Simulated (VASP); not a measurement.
Crystal: CaMgF4.

```xyz
6
Lattice="2.0214 1.1671 6.4492 -2.0214 1.1671 6.4492 0.0000 -2.3342 6.4492" Properties=species:S:1:pos:R:3 pbc="T T T"
Ca    0.0000    0.0000    0.0000
Mg    0.0000    0.0000    9.6738
F     0.0000    0.0000   12.0497
F     0.0000    0.0000   16.8498
F     0.0000    0.0000    2.4977
F     0.0000    0.0000    7.2979
```

| Quantity | Value |
| --- | --- |
| Program | VASP 6.6.1 |
| Task | relaxation of cell and atoms |
| Functional | PBEsol |
| Potentials or basis | VASP PAW PBE potentials, release 64 (Ca_sv, Mg, F) |
| Cutoff | 600 eV |
| k mesh | 6 × 6 × 6 |
| Occupations | fermi-dirac, width 0.03 eV |
| Spin | no spin polarisation |

At the start: pressure -14.7 GPa; volume 15.21 Å³/atom.

Task: Where does the relaxation end?

Result: Over 10 steps the energy falls by 219.8 meV/atom and the volume is 11.62 Å³/atom (-23.6 %); space group R-3m (No. 166, to 0.1 Å) before and after.

Step by step:
| step | energy change (eV) | largest force (eV/Å) | pressure (GPa) | volume (Å³) |
| --- | --- | --- | --- | --- |
| 1 | 0.0000 | 0.3621 | -14.65 | 91.29 |
| 2 | -1.1904 | 0.5169 | -5.02 | 74.11 |
| 3 | -1.2629 | 0.5655 | -0.25 | 70.19 |
| 4 | -1.2633 | 0.5708 | 0.31 | 69.81 |
| 5 | -1.3004 | 0.3443 | 0.30 | 69.61 |
| 6 | -1.3180 | 0.0350 | 0.48 | 69.33 |
| 7 | -1.3180 | 0.0270 | 0.46 | 69.35 |
| 8 | -1.3188 | 0.0078 | -0.16 | 69.78 |
| 9 | -1.3188 | 0.0094 | -0.11 | 69.74 |
| 10 | -1.3189 | 0.0054 | -0.02 | 69.70 |

Final structure:
```cif
data_structure
_symmetry_space_group_name_H-M 'P 1'
_symmetry_Int_Tables_number 1
_cell_length_a 6.2531
_cell_length_b 6.2531
_cell_length_c 6.2531
_cell_angle_alpha 34.425
_cell_angle_beta 34.425
_cell_angle_gamma 34.425
_cell_volume 69.70
loop_
_atom_site_label
_atom_site_type_symbol
_atom_site_fract_x
_atom_site_fract_y
_atom_site_fract_z
_atom_site_occupancy
Ca1 Ca 0.00000 0.00000 0.00000 1
Mg1 Mg 0.50000 0.50000 0.50000 1
F1 F 0.61767 0.61767 0.61767 1
F2 F 0.86845 0.86845 0.86845 1
F3 F 0.13155 0.13155 0.13155 1
F4 F 0.38233 0.38233 0.38233 1
```

Caveat: the volume moved by over 15 % at a fixed basis, so the end points are rough; the PAW data sets were made with another functional, which shifts forces and pressure a little.
